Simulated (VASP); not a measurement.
KEu3:

```xyz
4
Lattice="5.8850 0.0000 0.0000 0.0000 5.8850 0.0000 0.0000 0.0000 5.8850" Properties=species:S:1:pos:R:3 pbc="T T T"
K     0.0000    0.0000    0.0000
Eu    0.0000    2.9425    2.9425
Eu    2.9425    0.0000    2.9425
Eu    2.9425    2.9425    0.0000
```

Base run:

```yaml
Program: VASP 6.6.1
Functional: RPBE
Dispersion: D3(BJ)
Potentials_or_basis: VASP PAW PBE potentials, release 64 (K_sv, Eu)
Cutoff: 520 eV
k_mesh: 4 × 4 × 4
Occupations: fermi-dirac, width 0.15 eV
Spin: collinear spin, ferromagnetic start
Starting_moments: "[0.0, 7.0, 7.0, 7.0] μB"
```

Its results: pressure -6.7 GPa; net moment 22.20 μB per cell; site moments K +0.01; Eu +6.70 μB.

Task: The run is repeated on the same cell with these changes: dispersion from D3(BJ) to none. What comes out?

Result: Pressure 0.5 GPa; net moment 22.20 μB per cell; site moments K +0.01; Eu +6.70 μB.

Dispersion adds attraction, which lowers the pressure at fixed volume and, as a term added to the energy, leaves the levels alone.

Caveats: the highest band is partly filled, so the run has too few bands; the PAW data sets were made with another functional, which shifts forces and pressure a little; spin-orbit coupling is left out, which moves the levels of the heavy elements; semilocal functionals describe open f shells poorly, which spoils levels, moments and volumes; the cell stands under tension (at least some runs); the dispersion term is far too large for a dense solid, which distorts pressure and volume (at least some runs).
